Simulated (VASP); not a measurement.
The system is Pb.

```
Pb
1.0
     0.00000    2.42450    2.42450
     2.42450    0.00000    2.42450
     2.42450    2.42450    0.00000
Pb
1
Direct
  0.00000 0.00000 0.00000
```

Base run:

| Item | Value |
| --- | --- |
| Program | VASP 6.6.1 |
| Functional | RPBE |
| Dispersion | D4 |
| Potentials or basis | VASP PAW PBE potentials, release 64 (Pb_d) |
| Cutoff | 520 eV |
| k mesh | 9 × 9 × 9 |
| Occupations | fermi-dirac, width 0.05 eV |
| Spin | no spin polarisation |

Its results: band gap on the k mesh zero (band 7 reaches 16.07 eV, above the bottom of band 8 at 6.45 eV); pressure 3.6 GPa.

Q: After a change of settings the same cell gave: band gap on the k mesh zero (band 7 reaches 16.20 eV, above the bottom of band 8 at 6.16 eV); pressure 4.0 GPa. Which change was it?
A. functional from RPBE to PBEsol; dispersion from D4 to none
B. functional from RPBE to PBE; dispersion from D4 to none
C. functional from RPBE to BLYP; further incar settings from ALGO = Normal; EDIFF = 1e-06; NBANDS = 13 to ALGO = Normal; EDIFF = 1e-07; NBANDS = 13
D. functional from RPBE to r2SCAN

A: D.

Caveats: the PAW data sets were made with another functional, which shifts forces and pressure a little; spin-orbit coupling is left out, which moves the levels of the heavy elements; pairwise dispersion overbinds metals, which lowers pressure and volume.
